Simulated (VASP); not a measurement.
TiB: single point with PBEsol

TiB:

```xyz
2
Lattice="0.0000 2.3510 2.3510 2.3510 0.0000 2.3510 2.3510 2.3510 0.0000" Properties=species:S:1:pos:R:3 pbc="T T T"
Ti    3.5265    3.5265    3.5265
B     0.0000    0.0000    0.0000
```

This cell differs from its parent crystal: volume scaled by 0.88.

```yaml
Program: VASP 6.6.1
Task: single point
Functional: PBEsol
Potentials_or_basis: VASP PAW PBE potentials, release 64 (Ti_sv, B)
Cutoff: 520 eV
k_mesh: 14 × 14 × 14
Occupations: gaussian, width 0.1 eV
Spin: no spin polarisation
Dipole_correction: no
Further_INCAR_settings: ALGO = Normal; EDIFF = 1e-06; NBANDS = 14
```

```
Pressure : 17.4 GPa
```

Levels at points of the mesh, in eV from the Fermi level:
```csv
k point,band 4,band 5,band 6,band 7,band 8,band 9,band 10,band 11,band 12,band 13
"(0.00, 0.00, 0.00)",-31.81,-8.19,-1.22,-1.22,-1.22,2.47,2.47,9.31,9.74,9.74
"(0.50, 0.00, 0.00)",-31.85,-5.52,-2.50,-0.72,-0.72,3.00,3.00,3.92,7.42,7.42
"(0.50, 0.50, 0.00)",-31.91,-4.54,-3.33,0.64,1.11,1.11,3.36,4.40,4.40,4.86
```

Run time: 18 s on 1 thread of Intel(R) Xeon(R) 6975P-C (Granite Rapids), with other jobs on the host, peak memory 0.18 GiB.

Caveat: the PAW data sets were made with another functional, which shifts forces and pressure a little.
